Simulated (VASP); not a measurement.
Here is a VASP 6.6.1 calculation.

File INCAR:

```
PREC     = Accurate       # precision mode
ENCUT    = 520            # plane-wave cutoff, eV
EDIFF    = 1E-7           # SCF threshold, eV
ISMEAR   = 0              # smearing method
SIGMA    = 0.01           # smearing width, eV
LREAL    = False          # projectors in reciprocal space
LASPH    = True           # aspherical terms in the spheres
NELM     = 60             # most SCF steps
ALGO     = Normal         # electronic algorithm
ISIF     = 2              # what is computed and relaxed
LWAVE    = False          # write WAVECAR
LCHARG   = False          # write CHGCAR
GGA      = PE             # functional
NBANDS   = 26             # bands
```

Contents of KPOINTS:

```
Automatic mesh
0
Gamma
  6 6 6
```

The input POSCAR:

```
AlBSb2
1.0
   -2.9654069776      2.9654069776      5.7101612794
    2.9654069776     -2.9654069776      5.7101612794
    2.9654069776      2.9654069776     -5.7101612794
B Sb Al
2 4 2
Direct
    0.0000000000      0.0000000000      0.0000000000
    0.7500000000      0.2500000000      0.5000000000
    0.3750000000      0.3228987427      0.4478987427
    0.0728987427      0.6250000000     -0.0521012573
    0.8750000000      0.9271012573      0.5521012573
    0.6771012573      0.1250000000      0.0521012573
    0.5000000000      0.5000000000      0.0000000000
    0.2500000000      0.7500000000      0.5000000000
```

Potentials or basis: VASP PAW PBE potentials, release 64 (B, Sb, Al).

Launch:

```sh
$ cat potpaw_PBE.64/B/POTCAR potpaw_PBE.64/Sb/POTCAR potpaw_PBE.64/Al/POTCAR > POTCAR
$ mpirun -np 1 vasp_std > vasp.out
```

Question: What does it give for the band gap on the k mesh?

Answer: 0.71 eV (least direct gap 0.79 eV).

Question: Estimate the pressure.

Answer: -3.3 GPa.

Question: Predict the largest force.

Answer: 0.026 eV/Å.

Stress tensor (GPa, compression positive):
```
-3.37  0.00  0.00
 0.00 -3.37  0.00
 0.00  0.00 -3.17
```

Caveat: the cell stands under tension; spin-orbit coupling is left out, which moves the levels of the heavy elements. A k mesh can miss the band edges.
